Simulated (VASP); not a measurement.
Set up this calculation in VASP 6.6.1, as the native input.

```
Task                               : single point
Functional                         : HSE06
Potentials or basis                : VASP PAW PBE potentials, release 64 (Pd)
Cutoff                             : 400 eV
k mesh                             : 7 × 7 × 7
Occupations                        : fermi-dirac, width 0.1 eV
Spin                               : collinear spin
Starting moments                   : [0.288] μB
Dipole correction                  : no
Grid for exact exchange (PRECFOCK) : Normal
Further INCAR settings             : ALGO = Normal; EDIFF = 1e-06; NBANDS = 15
Share of exact exchange            : 0.25
Screening parameter                : 0.2079 1/Å
```

Crystal: Pd.

```
Pd
1.0
     0.00000    1.97371    1.97371
     1.97371    0.00000    1.97371
     1.97371    1.97371    0.00000
Pd
1
Cartesian
  0.0000 0.0000 0.0000
```

One way to write it, as run:

POSCAR

```
Pd
1.0
    0.0000000000      1.9737080106      1.9737080106
    1.9737080106      0.0000000000      1.9737080106
    1.9737080106      1.9737080106      0.0000000000
Pd
1
Direct
    0.0000000000      0.0000000000      0.0000000000
```

INCAR.step1

```
PREC = Accurate
ENCUT = 400
EDIFF = 1E-5
ISMEAR = -1
SIGMA = 0.1
LREAL = F
LASPH = T
NELM = 200
ALGO = Normal
ISIF = 2
LWAVE = T
LCHARG = F
ISPIN = 2
MAGMOM = 0.288
LORBIT = 11
LMAXMIX = 4
GGA = PE
NBANDS = 15
GGA_COMPAT = F
```

INCAR.step2

```
PREC = Accurate
ENCUT = 400
EDIFF = 1E-6
ISMEAR = -1
SIGMA = 0.1
LREAL = F
LASPH = T
NELM = 200
ALGO = Normal
ISIF = 2
LWAVE = F
LCHARG = F
ISPIN = 2
MAGMOM = 0.288
LORBIT = 11
LMAXMIX = 4
GGA = PE
LHFCALC = T
HFSCREEN = 0.2079
PRECFOCK = Normal
ISTART = 1
NBANDS = 15
GGA_COMPAT = F
```

KPOINTS

```
regular mesh
0
Gamma
  7 7 7
```

Potentials or basis: VASP PAW PBE potentials, release 64 (Pd).

The run is started by

```console
$ cat potpaw_PBE.64/Pd/POTCAR > POTCAR
$ cp INCAR.step1 INCAR
$ mpirun -np 1 vasp_std > vasp.out
$ cp INCAR.step2 INCAR
$ mpirun -np 1 vasp_std > vasp.out
```

Results of the run:

```json
{"Pressure": "-4.3 GPa", "Net moment": "0.38 μB per cell", "Site moments": "Pd +0.39 μB", "Valence electrons inside the program's atomic spheres": "Pd 9.48"}
```

Caveat: the k points lie up to 0.39 Å⁻¹ apart; the PAW data sets were made with another functional, which shifts forces and pressure a little.

It took 28 min on 1 thread of AMD EPYC 7R13 Processor (Zen 3), on a shared host, peak memory 0.2 GiB.
